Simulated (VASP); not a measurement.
Wanted: the native input for a VASP 6.6.1 run.

```yaml
Task: single point
Functional: PBE
Potentials_or_basis: VASP PAW PBE potentials, release 64 (Sn_d, O)
Cutoff: 520 eV
k_mesh: 8 × 8 × 2
Occupations: gaussian, width 0.1 eV
Spin: no spin polarisation
Dipole_correction: no
Further_INCAR_settings: ALGO = Normal; EDIFF = 1e-06; NBANDS = 65
```

The structure of Sn3O2 lies in POSCAR:

```
Sn3O2
1.0
    3.7448721120      0.0000000000      0.0000000000
    0.0000000000      3.7448721120      0.0000000000
    0.0000000000      0.0000000000     13.3200571742
Sn O
6 4
Direct
    0.0000000000      0.5000000000      0.2685649435
    0.5000000000      0.0000000000      0.0890747285
    0.5000000000      0.0000000000      0.7314350565
    0.0000000000      0.5000000000      0.9109252715
    0.5000000000      0.0000000000      0.4339742212
    0.0000000000      0.5000000000      0.5660257788
    0.5000000000      0.5000000000      0.1775416077
    0.0000000000      0.0000000000      0.1775416077
    0.5000000000      0.5000000000      0.8224583923
    0.0000000000      0.0000000000      0.8224583923
```

These files were run (other wordings do the same):

INCAR

```
SYSTEM = Sn3O2
  ALGO = Normal
  EDIFF = 1E-6
  ENCUT = 520
  GGA = PE
  ISIF = 2
  ISMEAR = 0
  LASPH = .True.
  LCHARG = .False.
  LREAL = .False.
  LWAVE = .False.
  NBANDS = 65
  NELM = 100
  PREC = Accurate
  SIGMA = 0.1
```

KPOINTS

```
k-points
0
Gamma
  8 8 2
  0 0 0
```

Potentials or basis: VASP PAW PBE potentials, release 64 (Sn_d, O).

Command:

```bash
$ cat potpaw_PBE.64/Sn_d/POTCAR potpaw_PBE.64/O/POTCAR > POTCAR
$ mpirun -np 1 vasp_std > vasp.out
```

It gave:

* Pressure: 3.6 GPa
* Largest force: 0.085 eV/Å
* Band gap on the k mesh: zero (bands 54 and 55 overlap by 1.23 eV)

Caveat: the cell stands under pressure; spin-orbit coupling is left out, which moves the levels of the heavy elements.

Run time: 6 min on 1 thread of Intel(R) Xeon(R) Platinum 8488C (Sapphire Rapids) (shared host), peak memory 0.41 GiB.
